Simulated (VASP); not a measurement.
Set up this calculation in VASP 6.6.1, as the native input.

* Task: density of states
* Functional: PBE
* Potentials or basis: VASP PAW PBE potentials, release 64 (B, O)
* Cutoff: 520 eV
* k mesh: 18 × 18 × 4
* Occupations: gaussian, width 0.1 eV
* Spin: no spin polarisation
* Dipole correction: no
* k mesh for the DOS: 27 × 27 × 6
* Occupations for the DOS: tetrahedron
* Further INCAR settings: ALGO = Normal; EDIFF = 1e-07

Crystal: B2O.

```
B O
1.0
     2.56475    0.00000    0.00000
    -1.28238    2.22114    0.00000
     0.00000    0.00000   11.45964
B O
4 2
Cartesian
  0.0000 0.0000 4.8565
  0.0000 0.0000 6.6031
  1.2824 0.7404 0.2644
  0.0000 1.4808 11.1952
  1.2824 0.7404 4.3018
  0.0000 1.4808 7.1578
```

These files were run (other wordings do the same):

POSCAR

```
B2O
1.0
    2.5647533604      0.0000000000      0.0000000000
   -1.2823766802      2.2211415645      0.0000000000
    0.0000000000      0.0000000000     11.4596364304
B O
4 2
Direct
    0.0000000000      0.0000000000      0.4237945784
    0.0000000000      0.0000000000      0.5762054216
    0.6666666667      0.3333333333      0.0230723828
    0.3333333333      0.6666666667      0.9769276172
    0.6666666667      0.3333333333      0.3753860210
    0.3333333333      0.6666666667      0.6246139790
```

INCAR.step1

```
PREC     = Accurate       # precision mode
ENCUT    = 520            # plane-wave cutoff, eV
EDIFF    = 1E-7           # SCF threshold, eV
ISMEAR   = 0              # smearing method
SIGMA    = 0.1            # smearing width, eV
LREAL    = False          # projectors in reciprocal space
LASPH    = True           # aspherical terms in the spheres
NELM     = 60             # most SCF steps
ALGO     = Normal         # electronic algorithm
ISIF     = 2              # what is computed and relaxed
LWAVE    = False          # write WAVECAR
LCHARG   = True           # write CHGCAR
GGA      = PE             # functional
NBANDS   = 21             # bands
```

KPOINTS.step1

```
Automatic mesh
0
Gamma
  18 18 4
```

INCAR.step2

```
PREC     = Accurate       # precision mode
ENCUT    = 520            # plane-wave cutoff, eV
EDIFF    = 1E-7           # SCF threshold, eV
ISMEAR   = -5             # smearing method
SIGMA    = 0.1            # smearing width, eV
LREAL    = False          # projectors in reciprocal space
LASPH    = True           # aspherical terms in the spheres
NELM     = 60             # most SCF steps
ALGO     = Normal         # electronic algorithm
ISIF     = 2              # what is computed and relaxed
LWAVE    = False          # write WAVECAR
LCHARG   = False          # write CHGCAR
GGA      = PE             # functional
LORBIT   = 10             # projections on sites
NEDOS    = 2001           # points of the DOS
ICHARG   = 11             # starting density
```

KPOINTS.step2

```
Automatic mesh
0
Gamma
  27 27 6
```

Potentials or basis: VASP PAW PBE potentials, release 64 (B, O).

Run with:

```sh
$ cat potpaw_PBE.64/B/POTCAR potpaw_PBE.64/O/POTCAR > POTCAR
$ cp INCAR.step1 INCAR
$ cp KPOINTS.step1 KPOINTS
$ mpirun -np 1 vasp_std > vasp.out
$ cp INCAR.step2 INCAR
$ cp KPOINTS.step2 KPOINTS
$ mpirun -np 1 vasp_std > vasp.out
```

Results of the run:

| Item | Value |
| --- | --- |
| Valence electrons inside the program's atomic spheres | B 1.83, 2.07; O 5.11 |

Wall time 8.4 min on 1 thread of Oxide Virtual Turin-like Processor (shared host), peak memory 0.43 GiB.
